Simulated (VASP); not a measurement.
Crystal: MgO.

```xyz
2
Lattice="2.9380 0.0000 0.0000 -1.4690 2.5444 0.0000 0.0000 0.0000 2.6797" Properties=species:S:1:pos:R:3 pbc="T T T"
Mg    0.0000    0.0000    0.0000
O     0.0000    1.6963    1.3398
```

```yaml
Program: VASP 6.6.1
Task: relaxation of cell and atoms
Functional: PBE0
Potentials_or_basis: VASP PAW PBE potentials, release 64 (Mg, O)
Cutoff: 600 eV
k_mesh: 5 × 5 × 5
Occupations: fermi-dirac, width 0.05 eV
Spin: no spin polarisation
```

At the start: pressure -6.3 GPa; volume 10.02 Å³/atom.

Q: Where does the relaxation end?

A: Over 5 steps the energy falls by 8.7 meV/atom and the volume is 9.59 Å³/atom (-4.3 %); space group P-6m2 (No. 187, to 0.05 Å).

Step by step:
```csv
step,energy change (eV),largest force (eV/Å),pressure (GPa),volume (Å³)
1,0.0000,0.0000,-6.28,20.03
2,-0.0148,0.0000,2.39,18.91
3,-0.0170,0.0000,-0.09,19.20
4,-0.0172,0.0000,0.07,19.17
5,-0.0173,0.0000,0.01,19.18
```

Final structure:
```xyz
2
Lattice="2.8953 0.0000 0.0000 -1.4477 2.5074 0.0000 0.0000 0.0000 2.6417" Properties=species:S:1:pos:R:3 pbc="T T T"
Mg    0.0000    0.0000    0.0000
O     0.0000    1.6716    1.3208
```

Caveat: the k points lie up to 0.50 Å⁻¹ apart in the final cell; the PAW data sets were made with another functional, which shifts forces and pressure a little.
